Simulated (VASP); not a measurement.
## MgO: single point with PBEsol

Crystal: MgO.

```
Mg O
1.0
     2.93802    0.00000    0.00000
    -1.46901    2.54440    0.00000
     0.00000    0.00000    2.67968
Mg O
1 1
Direct
  0.00000 0.00000 0.00000
  0.33333 0.66667 0.50000
```

| Property | Result |
| --- | --- |
| Program | VASP 6.6.1 |
| Task | single point |
| Functional | PBEsol |
| Potentials or basis | VASP PAW PBE potentials, release 64 (Mg, O) |
| Cutoff | 520 eV |
| k mesh | 12 × 12 × 8 |
| Occupations | gaussian, width 0.05 eV |
| Spin | no spin polarisation |

```yaml
Pressure: -4.3 GPa
Band_gap_on_the_k_mesh: 2.92 eV, indirect (least direct gap 3.33 eV)
```

Stress tensor (GPa, compression positive):
```
-4.25  0.00  0.00
 0.00 -4.25  0.00
 0.00  0.00 -4.52
```

Levels at points of the mesh, in eV from the valence-band top:
```tsv
k point	band 1	band 2	band 3	band 4	band 5	band 6	band 7	band 8	band 9
(0.00, 0.00, 0.00)	-17.37	-0.61	-0.61	-0.41	2.92	11.69	15.45	15.45	19.65
(0.50, 0.00, 0.00)	-16.32	-4.94	-1.33	-0.05	6.46	10.47	12.94	17.70	18.75
(0.00, 0.00, 0.50)	-16.28	-5.41	-0.09	-0.09	8.16	8.93	17.43	17.43	18.36
(0.50, 0.00, 0.50)	-15.54	-3.75	-3.39	-0.83	5.69	11.27	13.90	14.72	15.10
```

It used 33 s of CPU time on 1 thread of AMD EPYC 7R13 Processor (Zen 3) (shared host).

Caveat: the PAW data sets were made with another functional, which shifts forces and pressure a little. As with any semilocal functional, this PBEsol gap is likely too small.
